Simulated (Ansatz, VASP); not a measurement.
# SiC5: VASP beside Ansatz

File INCAR:

```
ALGO     = Normal         # electronic algorithm
EDIFF    = 1E-6           # SCF threshold, eV
EDIFFG   = -0.01          # ionic threshold
ENCUT    = 600            # plane-wave cutoff, eV
GGA      = PE             # functional
IBRION   = 2              # ionic algorithm
ISIF     = 3              # what is computed and relaxed
ISMEAR   = 0              # smearing method
LASPH    = True           # aspherical terms in the spheres
LCHARG   = False          # write CHGCAR
LREAL    = False          # projectors in reciprocal space
LWAVE    = False          # write WAVECAR
NELM     = 80             # most SCF steps
NSW      = 100            # ionic steps
PREC     = Accurate       # precision mode
SIGMA    = 0.1            # smearing width, eV
```

File KPOINTS:

```
k-points
0
Gamma
  10 10 12
```

File POSCAR:

```
SiC5
1.0
    3.8624757952      0.0000000000      0.0000000000
    0.0000000000      3.8624757952      0.0000000000
    0.0000000000      0.0000000000      3.4346146386
Si C
1 5
Direct
    0.5000000000      0.5000000000      0.0000000000
    0.8065240493      0.8065240493      0.5000000000
    0.1934759507      0.1934759507      0.5000000000
    0.1934759507      0.8065240493      0.5000000000
    0.8065240493      0.1934759507      0.5000000000
    0.0000000000      0.0000000000      0.0000000000
```

Input for Ansatz:

```yaml
crystal:
  lattice:
    - [3.8624757952, 0.0, 0.0]
    - [0.0, 3.8624757952, 0.0]
    - [0.0, 0.0, 3.4346146386]
  atoms:
    - { symbol: Si, position: [0.5, 0.5, 0.0] }
    - { symbol: C, position: [0.8065240493, 0.8065240493, 0.5] }
    - { symbol: C, position: [0.1934759507, 0.1934759507, 0.5] }
    - { symbol: C, position: [0.1934759507, 0.8065240493, 0.5] }
    - { symbol: C, position: [0.8065240493, 0.1934759507, 0.5] }
    - { symbol: C, position: [0.0, 0.0, 0.0] }
basis:
  ecutwfc: 420
kpoints:
  mp_grid: { grid: [10, 10, 12] }
hamiltonian:
  xc: pbe
scf:
  occupations: { method: gaussian, width: 0.1 }
output:
  forces: true
  stress: true
  eigenvalues: true
relax:
  adjacent_minimum: "off"
  f_tol: 0.01
  max_steps: 80
  cell: { stress_tol: 0.05 }
```

Alike in both runs: task relaxation of cell and atoms; functional PBE; k mesh 10 × 10 × 12; occupations gaussian, width 0.1 eV; no spin polarisation.

|  | VASP | Ansatz |
| --- | --- | --- |
| version | VASP 6.6.1 | Ansatz 0.2.0 |
| potentials or method | VASP PAW PBE potentials, release 64 (Si, C), cutoff 600 eV | scalar-relativistic, plane waves, PAW |
| valence electrons in the cell | 24 | 24 |

```csv
,VASP,Ansatz,Ansatz less VASP
"gap on the k mesh at the Fermi level, each at its own relaxed structure (eV)",none,none,-
relaxed volume (Å³/atom),8.51,8.51,+0.008
relaxed length of the cell vector where the two differ most in proportion (Å),4.187,4.189,+0.0025
```

A gap of «none» marks a metal or a gap that the smearing closes.
